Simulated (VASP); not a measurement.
# SnTe (Fm-3m) in VASP: a series of runs

SnTe is run at these levels: PBE; tasks: single point.

Program: VASP 6.6.1. These are calculated values, not measurements. Logs are shortened: lines on timing, memory, paths and dates and some standing lists are left out, and cuts for length are marked.

### Step 1. The cell of the first run

Symmetry: Fm-3m, No. 225, cubic system. The conventional cell has a = 6.313 Å, b = 6.313 Å, c = 6.313 Å, α = 90.00°, β = 90.00°, γ = 90.00°. Sn (site symmetry m-3m) has 6 Te at 3.16 Å within 4.2 Å. Within 4.2 Å of Te (site symmetry m-3m) lie 6 Sn at 3.16 Å.

### Step 2. Single point, PBE, non-collinear spin, zero start, spin-orbit coupling

File INCAR:

```
SYSTEM = SnTe
ALGO = Normal
EDIFF = 1E-6
ENCUT = 520
GGA = PE
GGA_COMPAT = .FALSE.
ISIF = 2
ISMEAR = 0
LASPH = .TRUE.
LCHARG = .TRUE.
LORBIT = 11
LORBMOM = .TRUE.
LREAL = .FALSE.
LSORBIT = .TRUE.
LVHAR = .TRUE.
LWAVE = .FALSE.
MAGMOM = 0 0 0 0 0 0
NBANDS = 32
NELM = 150
PREC = Accurate
SIGMA = 0.05
```

File KPOINTS:

```
k-points
0
G
  6 6 6
  0 0 0
```

File POSCAR:

```
SnTe
1.0
    0.0000000000      3.1565012282      3.1565012282
    3.1565012282      0.0000000000      3.1565012282
    3.1565012282      3.1565012282      0.0000000000
Sn Te
1 1
Direct
    0.5000000000      0.5000000000      0.5000000000
    0.0000000000      0.0000000000      0.0000000000
```

Potentials or basis: VASP PAW PBE potentials, release 64 (Sn_d, Te).

Started as:

```sh
cat potpaw_PBE.64/Sn_d/POTCAR potpaw_PBE.64/Te/POTCAR > POTCAR
mpirun -np 1 vasp_ncl > vasp.out
```

OUTCAR:

```text
SYSTEM = SnTe
   EDIFF = 1E-6
   ENCUT = 520
   GGA = PE
   ISIF = 2
   ISMEAR = 0
   LASPH = .TRUE.
   LORBIT = 11
   LREAL = .FALSE.
   LSORBIT = .TRUE.
   NELM = 150
   PREC = Accurate

 ion  position               nearest neighbor table
   1  0.500  0.500  0.500-   2 3.16   2 3.16   2 3.16   2 3.16   2 3.16   2 3.16
   2  0.000  0.000  0.000-   1 3.16   1 3.16   1 3.16   1 3.16   1 3.16   1 3.16

  LATTYP: Found a face centered cubic cell.
 ALAT       =     6.3130024564

  Lattice vectors:

 A1 = (   0.0000000000,   3.1565012282,   3.1565012282)
 A2 = (   3.1565012282,   0.0000000000,   3.1565012282)
 A3 = (   3.1565012282,   3.1565012282,   0.0000000000)

Analysis of symmetry for initial positions (statically):
=====================================================================
 Subroutine PRICEL returns:
 Original cell was already a primitive cell.

 Routine SETGRP: Setting up the symmetry group for a
 face centered cubic supercell.

 Subroutine GETGRP returns: Found 48 space group operations
 (whereof 48 operations were pure point group operations)
 out of a pool of 48 trial point group operations.

The static configuration has the point symmetry O_h .

Analysis of symmetry for dynamics (positions and initial velocities):
=====================================================================
 Subroutine PRICEL returns:
 Original cell was already a primitive cell.

 Routine SETGRP: Setting up the symmetry group for a
 face centered cubic supercell.

 Subroutine GETGRP returns: Found 48 space group operations
 (whereof 48 operations were pure point group operations)
 out of a pool of 48 trial point group operations.

The dynamic configuration has the point symmetry O_h .

Analysis of structural, dynamic, and magnetic symmetry:
=====================================================================
 Subroutine PRICEL returns:
 Original cell was already a primitive cell.

 Routine SETGRP: Setting up the symmetry group for a
 face centered cubic supercell.

 Subroutine GETGRP returns: Found 48 space group operations
 (whereof 48 operations were pure point group operations)
 out of a pool of 48 trial point group operations.

The overall configuration has the point symmetry O_h .

 Subroutine INISYM returns: Found 48 space group operations
 (whereof 48 operations are pure point group operations),
 and found     1 'primitive' translations

----------------------------------------------------------------------------------------

                                     Primitive cell

  volume of cell :      62.8996

  direct lattice vectors                    reciprocal lattice vectors
     0.000000000  3.156501228  3.156501228    -0.158403233  0.158403233  0.158403233
     3.156501228  0.000000000  3.156501228     0.158403233 -0.158403233  0.158403233
     3.156501228  3.156501228  0.000000000     0.158403233  0.158403233 -0.158403233

  length of vectors
     4.463966847  4.463966847  4.463966847     0.274362448  0.274362448  0.274362448

  position of ions in fractional coordinates (direct lattice)
     0.500000000  0.500000000  0.500000000
     0.000000000  0.000000000  0.000000000

  ion indices of the primitive-cell ions
   primitive index   ion index
                 1           1
                 2           2

----------------------------------------------------------------------------------------

 KPOINTS: k-points

Automatic generation of k-mesh.
 Grid dimensions read from file:
 generate k-points for:    6    6    6

 Generating k-lattice:

  Cartesian coordinates                     Fractional coordinates (reciprocal lattice)
    -0.026400539  0.026400539  0.026400539     0.166666667  0.000000000  0.000000000
     0.026400539 -0.026400539  0.026400539     0.000000000  0.166666667  0.000000000
     0.026400539  0.026400539 -0.026400539     0.000000000  0.000000000  0.166666667

  Length of vectors
     0.045727075  0.045727075  0.045727075
[... 86 lines left out ...]

 number of electron      19.9999999 magnetization      -0.0000000     -0.0000000      0.0000000

 Free energy of the ion-electron system (eV)
  ---------------------------------------------------
  ext. energy  EPLUGINS =         0.00000000
  ---------------------------------------------------
  free energy    TOTEN  =        -7.69548357 eV

  energy without entropy =       -7.69547974  energy(sigma->0) =       -7.69548166

 E-fermi :   6.8998     XC(G=0):  -9.4728

 val. band max:        6.7814252857   @ k =   0.5000   0.0000   0.0000
 cond. band min:       7.0182270259   @ k =   0.5000   0.0000   0.0000
 fundamental gap:      0.2368017402
 Fermi energy:         6.8998261376

 k-point     1 :       0.0000    0.0000    0.0000
  band No.  band energies     occupation
      1     -15.6263      1.00000
      2     -15.6263      1.00000
      3     -15.6263      1.00000
      4     -15.6263      1.00000
      5     -14.5918      1.00000
      6     -14.5918      1.00000
[... 549 lines left out ...]
     31      16.9491      0.00000
     32      16.9491      0.00000

------------------------ aborting loop because EDIFF is reached ----------------------------------------

  FORCE on cell =-STRESS in cart. coord.  units (eV):
  Direction    XX          YY          ZZ          XY          YZ          ZX
  --------------------------------------------------------------------------------------
  -------------------------------------------------------------------------------------
  Total        0.7670696      0.7670696      0.7670696     -0.0000000      0.0000000     -0.0000000
  in kB       19.5387815     19.5387815     19.5387815     -0.0000000      0.0000000     -0.0000000
  external PRESSURE =      19.5387815 kB  Pullay stress =       0.0000000 kB

 VOLUME and BASIS-vectors are now :
 -----------------------------------------------------------------------------
  energy-cutoff  :      520.00
  volume of cell :       62.90
      direct lattice vectors                 reciprocal lattice vectors
     0.000000000  3.156501228  3.156501228    -0.158403233  0.158403233  0.158403233
     3.156501228  0.000000000  3.156501228     0.158403233 -0.158403233  0.158403233
     3.156501228  3.156501228  0.000000000     0.158403233  0.158403233 -0.158403233

 POSITION                                       TOTAL-FORCE (eV/Angst)
 -----------------------------------------------------------------------------------
      3.15650      3.15650      3.15650         0.000000      0.000000     -0.000000
      0.00000      0.00000      0.00000        -0.000000     -0.000000      0.000000
 -----------------------------------------------------------------------------------
    total drift:                                0.000000      0.000000      0.000000

  FREE ENERGIE OF THE ION-ELECTRON SYSTEM (eV)
  ---------------------------------------------------
  free  energy   TOTEN  =        -7.6954835749 eV

  energy  without entropy=       -7.6954797403  energy(sigma->0) =       -7.69548166

 orbital moment (x)

 # of ion     p       d       tot
 ----------------------------------------
  1        -0.000   0.000   0.000
  2         0.000  -0.000   0.000
 ----------------------------------------
            0.000   0.000   0.000

 orbital moment (y)

 # of ion     p       d       tot
 ----------------------------------------
  1        -0.000  -0.000  -0.000
  2         0.000   0.000   0.000
 ----------------------------------------
            0.000  -0.000   0.000

 orbital moment (z)

 # of ion     p       d       tot
 ----------------------------------------
  1         0.000  -0.000  -0.000
  2         0.000   0.000   0.000
 ----------------------------------------
            0.000  -0.000  -0.000

 Spin-Orbit-Coupling matrix elements

 Ion:    1  E_soc:     -0.0990943
 l=   1
     0.0000000    -0.0103461    -0.0103461
    -0.0103461     0.0000000    -0.0103461
    -0.0103461    -0.0103461     0.0000000
 l=   2
     0.0000000    -0.0012231     0.0000000    -0.0012231    -0.0049465
    -0.0012231     0.0000000    -0.0037099    -0.0012231    -0.0012366
     0.0000000    -0.0037099     0.0000000    -0.0037099     0.0000000
    -0.0012231    -0.0012231    -0.0037099     0.0000000    -0.0012366
    -0.0049465    -0.0012366     0.0000000    -0.0012366     0.0000000
 l=   3
     0.0000000     0.0000000     0.0000000     0.0000000     0.0000000     0.0000000     0.0000000
     0.0000000     0.0000000     0.0000000     0.0000000     0.0000000     0.0000000     0.0000000
     0.0000000     0.0000000     0.0000000     0.0000000     0.0000000     0.0000000     0.0000000
     0.0000000     0.0000000     0.0000000     0.0000000     0.0000000     0.0000000     0.0000000
     0.0000000     0.0000000     0.0000000     0.0000000     0.0000000     0.0000000     0.0000000
     0.0000000     0.0000000     0.0000000     0.0000000     0.0000000     0.0000000     0.0000000
     0.0000000     0.0000000     0.0000000     0.0000000     0.0000000     0.0000000     0.0000000

 Ion:    2  E_soc:     -0.2018543
 l=   1
     0.0000000    -0.0336470    -0.0336470
    -0.0336470     0.0000000    -0.0336470
    -0.0336470    -0.0336470     0.0000000
 l=   2
     0.0000000    -0.0000164     0.0000000    -0.0000164     0.0000210
    -0.0000164     0.0000000     0.0000157    -0.0000164     0.0000052
     0.0000000     0.0000157     0.0000000     0.0000157     0.0000000
    -0.0000164    -0.0000164     0.0000157     0.0000000     0.0000052
     0.0000210     0.0000052     0.0000000     0.0000052     0.0000000
 l=   3
     0.0000000     0.0000000     0.0000000     0.0000000     0.0000000     0.0000000     0.0000000
     0.0000000     0.0000000     0.0000000     0.0000000     0.0000000     0.0000000     0.0000000
     0.0000000     0.0000000     0.0000000     0.0000000     0.0000000     0.0000000     0.0000000
     0.0000000     0.0000000     0.0000000     0.0000000     0.0000000     0.0000000     0.0000000
     0.0000000     0.0000000     0.0000000     0.0000000     0.0000000     0.0000000     0.0000000
     0.0000000     0.0000000     0.0000000     0.0000000     0.0000000     0.0000000     0.0000000
     0.0000000     0.0000000     0.0000000     0.0000000     0.0000000     0.0000000     0.0000000

 total charge

# of ion       s       p       d       tot
------------------------------------------
    1        1.361   0.743   9.984  12.087
    2        1.389   1.960   0.030   3.379
--------------------------------------------------
tot          2.749   2.703  10.014  15.466

 magnetization (x)

# of ion       s       p       d       tot
------------------------------------------
    1        0.000   0.000   0.000   0.000
    2       -0.000   0.000   0.000  -0.000
--------------------------------------------------
tot          0.000   0.000   0.000   0.000

 magnetization (y)

# of ion       s       p       d       tot
------------------------------------------
    1       -0.000   0.000   0.000  -0.000
    2       -0.000   0.000  -0.000  -0.000
--------------------------------------------------
tot         -0.000   0.000  -0.000  -0.000

 magnetization (z)

# of ion       s       p       d       tot
------------------------------------------
    1       -0.000   0.000  -0.000  -0.000
    2       -0.000   0.000   0.000   0.000
--------------------------------------------------
tot         -0.000   0.000  -0.000  -0.000
```

Run time: 78 s. Hardware: 1 thread of AMD EPYC 7R13 (Zen 3), shared host; peak memory 0.36 GiB.

Results:

```
Free energy                                           : -7.6955 eV
Pressure                                              : 2.0 GPa
Net moment                                            : 0.00 μB per cell
Valence electrons inside the program's atomic spheres : Sn 12.09; Te 3.38
```

Moments on the atoms (μB; x, y, z):
```
Sn  0.00 0.00 0.00
Te  0.00 0.00 0.00
```

### Step 3. Single point, PBE, non-collinear spin, zero start, spin-orbit coupling (33.02 Å³/atom)

This run uses another cell than the first one, of 33.02 Å³/atom.

File INCAR:

```
  PREC = Accurate
  ENCUT = 520
  EDIFF = 1E-6
  ISMEAR = 0
  SIGMA = 0.05
  LREAL = False
  LASPH = True
  NELM = 150
  ALGO = Normal
  ISIF = 2
  LWAVE = False
  LCHARG = False
  LNONCOLLINEAR = True
  MAGMOM = 0 0 0 0 0 0
  LORBIT = 11
  LSORBIT = True
  GGA_COMPAT = False
  LORBMOM = True
  GGA = PE
  NBANDS = 32
```

File KPOINTS:

```
Automatic mesh
0
Gamma
  6 6 6
```

File POSCAR:

```
SnTe
1.0
    0.0000000000      3.2082563486      3.2082563486
    3.2082563486      0.0000000000      3.2082563486
    3.2082563486      3.2082563486      0.0000000000
Sn Te
1 1
Direct
    0.5000000000      0.5000000000      0.5000000000
    0.0000000000      0.0000000000      0.0000000000
```

Potentials or basis: VASP PAW PBE potentials, release 64 (Sn_d, Te).

Started as:

```sh
cat potpaw_PBE.64/Sn_d/POTCAR potpaw_PBE.64/Te/POTCAR > POTCAR
mpirun -np 1 vasp_ncl > vasp.out
```

OUTCAR:

```text
PREC = Accurate
   ENCUT = 520
   EDIFF = 1E-6
   ISMEAR = 0
   LREAL = False
   LASPH = True
   NELM = 150
   ISIF = 2
   LNONCOLLINEAR = True
   LORBIT = 11
   LSORBIT = True
   GGA = PE

 ion  position               nearest neighbor table
   1  0.500  0.500  0.500-   2 3.21   2 3.21   2 3.21   2 3.21   2 3.21   2 3.21
   2  0.000  0.000  0.000-   1 3.21   1 3.21   1 3.21   1 3.21   1 3.21   1 3.21

  LATTYP: Found a face centered cubic cell.
 ALAT       =     6.4165126972

  Lattice vectors:

 A1 = (   0.0000000000,   3.2082563486,   3.2082563486)
 A2 = (   3.2082563486,   0.0000000000,   3.2082563486)
[... 842 lines left out ...]
    -0.0000132    -0.0000132     0.0000118     0.0000000     0.0000039
     0.0000157     0.0000039     0.0000000     0.0000039     0.0000000
 l=   3
     0.0000000     0.0000000     0.0000000     0.0000000     0.0000000     0.0000000     0.0000000
     0.0000000     0.0000000     0.0000000     0.0000000     0.0000000     0.0000000     0.0000000
     0.0000000     0.0000000     0.0000000     0.0000000     0.0000000     0.0000000     0.0000000
     0.0000000     0.0000000     0.0000000     0.0000000     0.0000000     0.0000000     0.0000000
     0.0000000     0.0000000     0.0000000     0.0000000     0.0000000     0.0000000     0.0000000
     0.0000000     0.0000000     0.0000000     0.0000000     0.0000000     0.0000000     0.0000000
     0.0000000     0.0000000     0.0000000     0.0000000     0.0000000     0.0000000     0.0000000

 total charge

# of ion       s       p       d       tot
------------------------------------------
    1        1.366   0.706   9.976  12.049
    2        1.387   1.950   0.025   3.361
--------------------------------------------------
tot          2.753   2.656  10.001  15.410

 magnetization (x)

# of ion       s       p       d       tot
------------------------------------------
    1        0.000  -0.000   0.000  -0.000
    2        0.000  -0.000   0.000  -0.000
--------------------------------------------------
tot          0.000  -0.000   0.000  -0.000

 magnetization (y)

# of ion       s       p       d       tot
------------------------------------------
    1        0.000   0.000   0.000   0.000
    2        0.000   0.000   0.000   0.000
--------------------------------------------------
tot          0.000   0.000   0.000   0.000

 magnetization (z)

# of ion       s       p       d       tot
------------------------------------------
    1        0.000  -0.000  -0.000  -0.000
    2        0.000   0.000  -0.000  -0.000
--------------------------------------------------
tot          0.000  -0.000  -0.000  -0.000
```

It took 70 s on 1 thread of AMD EPYC 7R13 (Zen 3), shared host; peak memory 0.37 GiB.

Results:

- Free energy: -7.7120 eV
- Pressure: -0.2 GPa
- Net moment: 0.00 μB per cell
- Valence electrons inside the program's atomic spheres: Sn 12.05; Te 3.36

Moments on the atoms (μB; x, y, z):
```
Sn  0.00 0.00 0.00
Te  0.00 0.00 0.00
```

### Step 4. Single point, PBE, non-collinear spin, zero start, spin-orbit coupling

File INCAR:

```
PREC = Accurate
ENCUT = 520
EDIFF = 1E-6
ISMEAR = 0
SIGMA = 0.05
LREAL = F
LASPH = T
NELM = 150
ALGO = Normal
ISIF = 2
LWAVE = F
LCHARG = F
MAGMOM = 0 0 0 0 0 0
LORBIT = 11
LSORBIT = T
GGA_COMPAT = F
LORBMOM = T
GGA = PE
NBANDS = 32
```

File KPOINTS:

```
Automatic mesh
0
Gamma
  8 8 8
```

File POSCAR:

```
SnTe
1.0
    0.0000000000      3.1565012282      3.1565012282
    3.1565012282      0.0000000000      3.1565012282
    3.1565012282      3.1565012282      0.0000000000
Sn Te
1 1
Direct
    0.5000000000      0.5000000000      0.5000000000
    0.0000000000      0.0000000000      0.0000000000
```

Started as:

```sh
cat potpaw_PBE.64/Sn_d/POTCAR potpaw_PBE.64/Te/POTCAR > POTCAR
mpirun -np 1 vasp_ncl > vasp.out
```

Run time: 1.9 min. Hardware: 1 thread of AMD EPYC 7R13 (Zen 3), shared host; peak memory 0.39 GiB.

The run converged. Its results:

| Item | Value |
| --- | --- |
| Free energy | -7.6937 eV |
| Pressure | 2.0 GPa |
| Net moment | 0.00 μB per cell |
| Valence electrons inside the program's atomic spheres | Sn 12.09; Te 3.38 |

Moments on the atoms (μB; x, y, z):
```
Sn  0.00 0.00 0.00
Te  0.00 0.00 0.00
```

### Step 5. Summary

```tsv
cell	k mesh	pressure (GPa)	moment (μB)
a = 4.464 Å, angles 60.0°, 2 atoms	6 × 6 × 6	2.0	0.00
a = 4.537 Å, angles 60.0°, 2 atoms	6 × 6 × 6	-0.2	0.00
a = 4.464 Å, angles 60.0°, 2 atoms	8 × 8 × 8	2.0	0.00
```

Alike in all rows: task single point; level PBE; potentials or basis VASP PAW PBE potentials, release 64 (Sn_d, Te); spin non-collinear, zero start, SOC; cutoff (eV) 520; smearing gaussian 0.05 eV.

Absolute energies hang on the potentials; compare differences alone.
